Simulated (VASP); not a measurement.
Set up this calculation in VASP 6.6.1, as the native input.

```yaml
Task: single point
Functional: r2SCAN
Potentials_or_basis: VASP PAW PBE potentials, release 64 (Ta_pv, N)
Cutoff: 520 eV
k_mesh: 10 × 10 × 4
Occupations: fermi-dirac, width 0.05 eV
Spin: no spin polarisation
Dipole_correction: no
Further_INCAR_settings: ALGO = Normal; EDIFF = 1e-06; NBANDS = 27
```

The system is Ta3N.

```
Ta N
1.0
     3.01187    0.00000    0.00000
    -1.50594    2.60836    0.00000
     0.00000    0.00000    7.47364
Ta N
3 1
Direct
  0.66667 0.33333 0.82607
  0.33333 0.66667 0.17393
  0.00000 0.00000 0.50000
  0.00000 0.00000 0.00000
```

The input as run:

POSCAR

```
Ta3N
1.0
    3.0118728781      0.0000000000      0.0000000000
   -1.5059364391      2.6083584255      0.0000000000
    0.0000000000      0.0000000000      7.4736379147
Ta N
3 1
Direct
    0.6666666667      0.3333333333      0.8260700000
    0.3333333333      0.6666666667      0.1739300000
    0.0000000000      0.0000000000      0.5000000000
    0.0000000000      0.0000000000      0.0000000000
```

INCAR.step1

```
ALGO     = Normal         # electronic algorithm
EDIFF    = 1E-4           # SCF threshold, eV
ENCUT    = 520            # plane-wave cutoff, eV
GGA      = PE             # functional
ISMEAR   = -1             # smearing method
LASPH    = True           # aspherical terms in the spheres
LCHARG   = False          # write CHGCAR
LREAL    = False          # projectors in reciprocal space
LWAVE    = True           # write WAVECAR
NBANDS   = 27             # bands
NELM     = 60             # most SCF steps
PREC     = Accurate       # precision mode
SIGMA    = 0.05           # smearing width, eV
```

INCAR.step2

```
ALGO     = Normal         # electronic algorithm
EDIFF    = 1E-6           # SCF threshold, eV
ENCUT    = 520            # plane-wave cutoff, eV
ISIF     = 2              # what is computed and relaxed
ISMEAR   = -1             # smearing method
ISTART   = 1            
LASPH    = True           # aspherical terms in the spheres
LCHARG   = False          # write CHGCAR
LMIXTAU  = True         
LREAL    = False          # projectors in reciprocal space
LWAVE    = False          # write WAVECAR
METAGGA  = R2SCAN         # meta-GGA
NBANDS   = 27             # bands
NELM     = 60             # most SCF steps
PREC     = Accurate       # precision mode
SIGMA    = 0.05           # smearing width, eV
```

KPOINTS

```
k-points
0
Gamma
  10 10 4
```

Potentials or basis: VASP PAW PBE potentials, release 64 (Ta_pv, N).

Run with:

```sh
$ cat potpaw_PBE.64/Ta_pv/POTCAR potpaw_PBE.64/N/POTCAR > POTCAR
$ cp INCAR.step1 INCAR
$ mpirun -np 1 vasp_std > vasp.out
$ cp INCAR.step2 INCAR
$ mpirun -np 1 vasp_std > vasp.out
```

Results of the run:

* Pressure: 2.2 GPa
* Largest force: 0.123 eV/Å
* Band gap on the k mesh: zero (band 19 reaches 7.11 eV, above the bottom of band 20 at 6.49 eV)

Caveat: the PAW data sets were made with another functional, which shifts forces and pressure a little; spin-orbit coupling is left out, which moves the levels of the heavy elements.

It took 3.9 min on 1 thread of Intel(R) Xeon(R) 6975P-C (Granite Rapids), on a shared host, peak memory 0.22 GiB.
